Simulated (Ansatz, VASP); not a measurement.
# Two plane-wave programs on ZrC3

```
CELL_PARAMETERS angstrom
4.01777 0.00000 0.00000
-2.00889 3.47949 0.00000
0.00000 0.00000 4.39657
ATOMIC_POSITIONS crystal
Zr 0.00000 0.00000 0.00000
C 0.00000 0.00000 0.50000
C 0.33333 0.66667 0.00000
C 0.66667 0.33333 0.00000
```

Alike in both runs: functional PBE; k mesh 12 × 12 × 10; occupations gaussian, width 0.1 eV; no spin polarisation.

Ansatz relaxed the structure, and its values are those at the end. VASP's run is a single point on that final structure, the one shown.

```csv
,VASP,Ansatz
version,VASP 6.6.1,Ansatz 0.2.0
potentials or method,"VASP PAW PBE potentials, release 64 (Zr_sv, C), cutoff 600 eV","scalar-relativistic, plane waves, PAW"
valence electrons in the cell,24,24
```

```csv
,VASP,Ansatz,Ansatz less VASP
gap on the k mesh at the Fermi level (eV),none,none,-
pressure (GPa),0.0,0.0,-0.02
```

A gap of «none» marks a metal or a gap that the smearing closes. With one functional, cell and mesh, what is left measures potentials, basis and numerics.
